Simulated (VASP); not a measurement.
A run of VASP 6.6.1:

File POSCAR:

```
LiH
1.0
    0.0000000000      2.1138000000      2.1138000000
    2.1138000000      0.0000000000      2.1138000000
    2.1138000000      2.1138000000      0.0000000000
Li H
1 1
Direct
    0.0000000000      0.0000000000      0.0000000000
    0.5000000000      0.5000000000      0.5000000000
```

File INCAR.step1:

```
SYSTEM = LiH
PREC = Accurate
ENCUT = 830
ISMEAR = 0
SIGMA = 0.05
LREAL = .False.
LASPH = .True.
NELM = 120
NBANDS = 9
GGA = PE
ALGO = Normal
EDIFF = 1E-5
LWAVE = .True.
LCHARG = .False.
GGA_COMPAT = .False.
```

File INCAR.step2:

```
SYSTEM = LiH
PREC = Accurate
ENCUT = 830
EDIFF = 1E-6
ISMEAR = 0
SIGMA = 0.05
LREAL = .False.
LASPH = .True.
NELM = 120
ALGO = Normal
ISIF = 2
LWAVE = .False.
LCHARG = .False.
METAGGA = R2SCAN
LMIXTAU = .True.
NBANDS = 9
ISTART = 1
GGA_COMPAT = .False.
```

File KPOINTS:

```
regular mesh
0
Gamma
  10 10 10
  0 0 0
```

Potentials or basis: VASP PAW PBE potentials, release 64 (Li_sv, H).

The run is started by

```sh
$ cat potpaw_PBE.64/Li_sv/POTCAR potpaw_PBE.64/H/POTCAR > POTCAR
$ cp INCAR.step1 INCAR
$ mpirun -np 1 vasp_std > vasp.out
$ cp INCAR.step2 INCAR
$ mpirun -np 1 vasp_std > vasp.out
```

Hardware: 1 thread of AMD EPYC 7R13, on a shared host.

Question: Estimate the wall time of this run.

Answer: Run time: 2.3 min on 1 thread of AMD EPYC 7R13, with other jobs on the host, peak memory 0.13 GiB. Counts: k points 47.
